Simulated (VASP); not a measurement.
# MnO (Fm-3m) in VASP: further runs

The runs below take MnO through single point, with LDA.

Everything below comes from runs of VASP 6.6.1. Logs are shortened: lines on timing, memory, paths and dates and some standing lists are left out, and cuts for length are marked.

### 1 The cell of the first run

Symmetry: Fm-3m, No. 225, cubic system. Conventional cell: a = 4.418 Å, b = 4.418 Å, c = 4.418 Å, α = 90.00°, β = 90.00°, γ = 90.00°. Mn (site symmetry m-3m) has 6 O at 2.21 Å within 2.9 Å. O (site symmetry m-3m) has 6 Mn at 2.21 Å within 2.9 Å.

### 2 Single point, LDA, collinear spin, ferromagnetic start

INCAR reads:

```
SYSTEM = MnO
  PREC = Accurate
  ENCUT = 520
  EDIFF = 1E-6
  ISMEAR = -1
  SIGMA = 0.05
  LREAL = .FALSE.
  LASPH = .TRUE.
  NELM = 150
  ALGO = Normal
  ISIF = 2
  LWAVE = .FALSE.
  LCHARG = .FALSE.
  ISPIN = 2
  MAGMOM = 4 0
  LORBIT = 11
  LMAXMIX = 4
  GGA = CA
  NBANDS = 20
```

KPOINTS reads:

```
Automatic mesh
0
G
  10 10 10
  0 0 0
```

POSCAR reads:

```
MnO
1.0
    0.0000000000      2.2089816980      2.2089816980
    2.2089816980      0.0000000000      2.2089816980
    2.2089816980      2.2089816980      0.0000000000
Mn O
1 1
Direct
    0.0000000000      0.0000000000      0.0000000000
    0.5000000000      0.5000000000      0.5000000000
```

Potentials or basis: VASP PAW LDA potentials, release 64 (Mn_pv, O).

Launch:

```console
> cat potpaw_LDA.64/Mn_pv/POTCAR potpaw_LDA.64/O/POTCAR > POTCAR
> mpirun -np 1 vasp_std > vasp.out
```

OUTCAR:

```text
SYSTEM = MnO
   PREC = Accurate
   ENCUT = 520
   EDIFF = 1E-6
   ISMEAR = -1
   LREAL = .FALSE.
   LASPH = .TRUE.
   NELM = 150
   ISIF = 2
   ISPIN = 2
   LORBIT = 11
   GGA = CA

 ion  position               nearest neighbor table
   1  0.000  0.000  0.000-   2 2.21   2 2.21   2 2.21   2 2.21   2 2.21   2 2.21
   2  0.500  0.500  0.500-   1 2.21   1 2.21   1 2.21   1 2.21   1 2.21   1 2.21

  LATTYP: Found a face centered cubic cell.
 ALAT       =     4.4179633960

  Lattice vectors:

 A1 = (   0.0000000000,   2.2089816980,   2.2089816980)
 A2 = (   2.2089816980,   0.0000000000,   2.2089816980)
 A3 = (   2.2089816980,   2.2089816980,   0.0000000000)

Analysis of symmetry for initial positions (statically):
=====================================================================
 Subroutine PRICEL returns:
 Original cell was already a primitive cell.

 Routine SETGRP: Setting up the symmetry group for a
 face centered cubic supercell.

 Subroutine GETGRP returns: Found 48 space group operations
 (whereof 48 operations were pure point group operations)
 out of a pool of 48 trial point group operations.

The static configuration has the point symmetry O_h .

Analysis of symmetry for dynamics (positions and initial velocities):
=====================================================================
 Subroutine PRICEL returns:
 Original cell was already a primitive cell.

 Routine SETGRP: Setting up the symmetry group for a
 face centered cubic supercell.

 Subroutine GETGRP returns: Found 48 space group operations
 (whereof 48 operations were pure point group operations)
 out of a pool of 48 trial point group operations.

The dynamic configuration has the point symmetry O_h .

Analysis of structural, dynamic, and magnetic symmetry:
=====================================================================
 Subroutine PRICEL returns:
 Original cell was already a primitive cell.

 Routine SETGRP: Setting up the symmetry group for a
 face centered cubic supercell.

 Subroutine GETGRP returns: Found 48 space group operations
 (whereof 48 operations were pure point group operations)
 out of a pool of 48 trial point group operations.

The overall configuration has the point symmetry O_h .

 Subroutine INISYM returns: Found 48 space group operations
 (whereof 48 operations are pure point group operations),
 and found     1 'primitive' translations

[... 115 lines left out ...]
  volume/ion in A,a.u.               =      10.78        72.74
  Fermi-wavevector in a.u.,A,eV,Ry     =   1.569606  2.966125 33.520159  2.463662
  Thomas-Fermi vector in A             =   2.671463
   LORBIT       =     11    0 simple, 1 ext, 2 COOP (PROOUT), +10 PAW based schemes
   GGA     = CA    functional components
   LHFCALC =     F    Hartree Fock is set to
   AEXX    =    0.0000 exact exchange contribution
   IVDW    =     0    specifies the selected vdW correction
   LEPSILON=     F    determine dielectric tensor
   LRPA    =     F    only Hartree local field effects (RPA)
 spin polarized calculation
  energy-cutoff  :      520.00
  volume of cell :       21.56
 maximum number of plane-waves:       589
   NGX = 11   NGY = 11   NGZ = 11

 number of electron      18.9999996 magnetization       4.4424214

 Free energy of the ion-electron system (eV)
  ---------------------------------------------------
  ext. energy  EPLUGINS =         0.00000000
  ---------------------------------------------------
  free energy    TOTEN  =       -17.63354299 eV

  energy without entropy =      -17.62276705  energy(sigma->0) =      -17.62815502

 E-fermi :   7.4334     XC(G=0): -12.4998

 val. band max:        7.4011557530   @ k =   0.4000   0.2000   0.0000
 cond. band min:       7.4594305417   @ k =   0.5000   0.3000   0.1000
 fundamental gap:      0.0582747887
 Fermi energy:         7.4333535155

 spin component 1

 k-point     1 :       0.0000    0.0000    0.0000
  band No.  band energies     occupation
      1     -42.2786      1.00000
      2     -42.2786      1.00000
      3     -42.2786      1.00000
      4     -12.7765      1.00000
      5       3.5035      1.00000
      6       3.5035      1.00000
[... 541 lines left out ...]
     19      32.3684      0.00000
     20      34.0927      0.00000

 [... further k-points ...]

 spin component 2

 k-point     1 :       0.0000    0.0000    0.0000
  band No.  band energies     occupation
      1     -38.2590      1.00000
      2     -38.2590      1.00000
      3     -38.2590      1.00000
      4     -12.3479      1.00000
      5       3.9062      1.00000
      6       3.9062      1.00000
[... 541 lines left out ...]
     19      33.3957      0.00000
     20      34.9918      0.00000

 [... further k-points ...]

------------------------ aborting loop because EDIFF is reached ----------------------------------------

  FORCE on cell =-STRESS in cart. coord.  units (eV):
  Direction    XX          YY          ZZ          XY          YZ          ZX
  --------------------------------------------------------------------------------------
  -------------------------------------------------------------------------------------
  Total       -2.2333341     -2.2333341     -2.2333341      0.0000000      0.0000000      0.0000000
  in kB     -165.9808312   -165.9808312   -165.9808312      0.0000000      0.0000000      0.0000000
  external PRESSURE =    -165.9808312 kB  Pullay stress =       0.0000000 kB

 VOLUME and BASIS-vectors are now :
 -----------------------------------------------------------------------------
  energy-cutoff  :      520.00
  volume of cell :       21.56
      direct lattice vectors                 reciprocal lattice vectors
     0.000000000  2.208981698  2.208981698    -0.226348639  0.226348639  0.226348639
     2.208981698  0.000000000  2.208981698     0.226348639 -0.226348639  0.226348639
     2.208981698  2.208981698  0.000000000     0.226348639  0.226348639 -0.226348639

 POSITION                                       TOTAL-FORCE (eV/Angst)
 -----------------------------------------------------------------------------------
      0.00000      0.00000      0.00000         0.000000      0.000000      0.000000
      2.20898      2.20898      2.20898        -0.000000     -0.000000     -0.000000
 -----------------------------------------------------------------------------------
    total drift:                                0.000000     -0.000000     -0.000000

  FREE ENERGIE OF THE ION-ELECTRON SYSTEM (eV)
  ---------------------------------------------------
  free  energy   TOTEN  =       -17.6335429881 eV

  energy  without entropy=      -17.6227670476  energy(sigma->0) =      -17.62815502

 total charge

# of ion       s       p       d       tot
------------------------------------------
    1        0.209   6.182   5.009  11.399
    2        1.550   3.381   0.000   4.931
--------------------------------------------------
tot          1.759   9.563   5.009  16.330

 magnetization (x)

# of ion       s       p       d       tot
------------------------------------------
    1        0.029   0.020   4.001   4.050
    2        0.029   0.146   0.000   0.175
--------------------------------------------------
tot          0.058   0.165   4.001   4.224
```

stdout:

```text
POSCAR found type information on POSCAR MnO
 POSCAR found :  2 types and       2 ions
 scaLAPACK will be used
 LDA part: xc-table for (Slater(with rela. corr.)+CA(PZ))
 , standard interpolation
 POSCAR, INCAR and KPOINTS ok, starting setup
 FFT: planning ... GRIDC
 FFT: planning ... GRID_SOFT
 FFT: planning ... GRID
 WAVECAR not read
 entering main loop
```

Wall time 12 s (1 thread of Intel Xeon 6975P-C (Granite Rapids), shared host); peak memory 0.15 GiB.

What came out:

```yaml
Free_energy: -17.6335 eV
Pressure: -16.6 GPa
Net_moment: 4.44 μB per cell
Site_moments: Mn +4.05; O +0.17 μB
Valence_electrons_inside_the_program's_atomic_spheres: Mn 11.40; O 4.93
```

Levels at points of the mesh, in eV from the Fermi level:
Spin up:
```csv
k point,band 9,band 10,band 11,band 12,band 13,band 14,band 15,band 16
"(0.00, 0.00, 0.00)",-3.00,-3.00,-2.49,-2.49,-0.29,14.07,16.46,16.46
"(0.50, 0.00, 0.00)",-2.05,-1.65,0.39,0.39,3.57,7.88,11.95,11.95
"(0.50, 0.50, 0.00)",-2.04,-1.75,-1.75,-1.64,5.19,7.88,10.58,13.79
```
Spin down:
```
           k point  band 4  band 5  band 6  band 7  band 8  band 9  band 10  band 11
(0.00, 0.00, 0.00)  -19.78   -3.53   -3.53   -3.53    0.26    0.26     0.26     0.67
(0.50, 0.00, 0.00)  -18.74   -7.67   -5.12   -5.12    1.52    1.52     1.52     3.31
(0.50, 0.50, 0.00)  -18.79   -6.64   -4.52   -4.52   -1.32    1.53     1.80     1.97
```

Caveat: the cell stands under tension; a cell with one magnetic atom can't hold antiferromagnetic order, which such compounds often take; semilocal functionals often make such compounds metallic where correlation or magnetic order opens a gap, which also shifts bond lengths.

### 3 Single point, LDA, collinear spin, ferromagnetic start

This run uses another cell than the first one, of 11.00 Å³/atom.

INCAR reads:

```
SYSTEM = MnO
ALGO = Normal ; EDIFF = 1E-7
ENCUT = 520 ; ISIF = 2
ISMEAR = -1 ; ISPIN = 2
LASPH = .TRUE. ; LCHARG = .FALSE.
LMAXMIX = 4 ; LORBIT = 11
LREAL = .FALSE. ; LWAVE = .FALSE.
MAGMOM = 4 0 ; NBANDS = 20
NELM = 150 ; PREC = Accurate
SIGMA = 0.05
```

KPOINTS reads:

```
k-points
0
G
  10 10 10
  0 0 0
```

POSCAR reads:

```
MnO
1.0
    0.0000000000      2.2239077028      2.2239077028
    2.2239077028      0.0000000000      2.2239077028
    2.2239077028      2.2239077028      0.0000000000
Mn O
1 1
Direct
    0.0000000000      0.0000000000      0.0000000000
    0.5000000000      0.5000000000      0.5000000000
```

Potentials or basis: VASP PAW LDA potentials, release 64 (Mn_pv, O).

Launch:

```console
> cat potpaw_LDA.64/Mn_pv/POTCAR potpaw_LDA.64/O/POTCAR > POTCAR
> mpirun -np 1 vasp_std > vasp.out
```

Run time: 13 s. Hardware: 1 thread of Intel Xeon 6975P-C (Granite Rapids), shared host; peak memory 0.15 GiB.

The run converged. Its results:

```yaml
Free_energy: -17.5870 eV
Pressure: -17.7 GPa
Net_moment: 4.52 μB per cell
Site_moments: Mn +4.11; O +0.18 μB
Valence_electrons_inside_the_program's_atomic_spheres: Mn 11.38; O 4.92
```

Levels at points of the mesh, in eV from the Fermi level:
Spin up:
```
           k point  band 9  band 10  band 11  band 12  band 13  band 14  band 15  band 16
(0.00, 0.00, 0.00)   -2.98    -2.98    -2.49    -2.49    -0.38    14.01    16.29    16.29
(0.50, 0.00, 0.00)   -2.07    -1.67     0.33     0.33     3.52     7.72    11.81    11.81
(0.50, 0.50, 0.00)   -2.05    -1.78    -1.78    -1.68     5.04     7.78    10.46    13.57
```
Spin down:
```
           k point  band 5  band 6  band 7  band 8  band 9  band 10
(0.00, 0.00, 0.00)   -3.41   -3.41   -3.41    0.34    0.34     0.34
(0.50, 0.00, 0.00)   -7.48   -4.96   -4.96    1.55    1.56     1.56
(0.50, 0.50, 0.00)   -6.47   -4.39   -4.39   -1.20    1.57     1.81
```

Caveat: the cell stands under tension; a cell with one magnetic atom can't hold antiferromagnetic order, which such compounds often take; semilocal functionals often make such compounds metallic where correlation or magnetic order opens a gap, which also shifts bond lengths.

### 4 Single point, LDA, collinear spin, ferromagnetic start

This run uses another cell than the first one, of 11.00 Å³/atom.

INCAR reads:

```
SYSTEM = MnO
ALGO = Normal
EDIFF = 1E-6
ENCUT = 520
GGA = CA
ISIF = 2
ISMEAR = -1
ISPIN = 2
LASPH = .True.
LCHARG = .True.
LELF = .True.
LMAXMIX = 4
LORBIT = 11
LREAL = .False.
LVHAR = .True.
LWAVE = .False.
MAGMOM = 4 0
NBANDS = 20
NELM = 150
PREC = Accurate
SIGMA = 0.05
```

KPOINTS reads:

```
k-points
0
Gamma
  10 10 10
  0 0 0
```

POSCAR is that of step 3.

Launch:

```console
> cat potpaw_LDA.64/Mn_pv/POTCAR potpaw_LDA.64/O/POTCAR > POTCAR
> mpirun -np 1 vasp_std > vasp.out
```

It took 13 s on 1 thread of Intel Xeon 6975P-C (Granite Rapids), shared host; peak memory 0.15 GiB.

Results (log left out):

```
Free energy                                           : -17.5870 eV
Pressure                                              : -17.8 GPa
Net moment                                            : 4.52 μB per cell
Site moments                                          : Mn +4.11; O +0.18 μB
Valence electrons inside the program's atomic spheres : Mn 11.38; O 4.92
```

Levels at points of the mesh, in eV from the Fermi level:
Spin up:
| k point | band 8 | band 9 | band 10 | band 11 | band 12 | band 13 | band 14 | band 15 | band 16 | band 17 |
| --- | --- | --- | --- | --- | --- | --- | --- | --- | --- | --- |
| (0.00, 0.00, 0.00) | -2.98 | -2.98 | -2.98 | -2.49 | -2.49 | -0.38 | 14.01 | 16.29 | 16.29 | 16.29 |
| (0.50, 0.00, 0.00) | -2.07 | -2.07 | -1.67 | 0.33 | 0.33 | 3.52 | 7.72 | 11.81 | 11.81 | 18.51 |
| (0.50, 0.50, 0.00) | -4.01 | -2.05 | -1.78 | -1.78 | -1.68 | 5.04 | 7.78 | 10.46 | 13.57 | 13.57 |
Spin down:
| k point | band 4 | band 5 | band 6 | band 7 | band 8 | band 9 | band 10 | band 11 |
| --- | --- | --- | --- | --- | --- | --- | --- | --- |
| (0.00, 0.00, 0.00) | -19.59 | -3.41 | -3.41 | -3.41 | 0.34 | 0.34 | 0.34 | 0.60 |
| (0.50, 0.00, 0.00) | -18.59 | -7.48 | -4.96 | -4.96 | 1.55 | 1.56 | 1.56 | 3.30 |
| (0.50, 0.50, 0.00) | -18.63 | -6.47 | -4.39 | -4.39 | -1.20 | 1.57 | 1.81 | 1.99 |

Caveat: the cell stands under tension; a cell with one magnetic atom can't hold antiferromagnetic order, which such compounds often take; semilocal functionals often make such compounds metallic where correlation or magnetic order opens a gap, which also shifts bond lengths. With open d or f shells a metallic result of LDA can be an artefact of self-interaction; +U or a hybrid may open a gap.
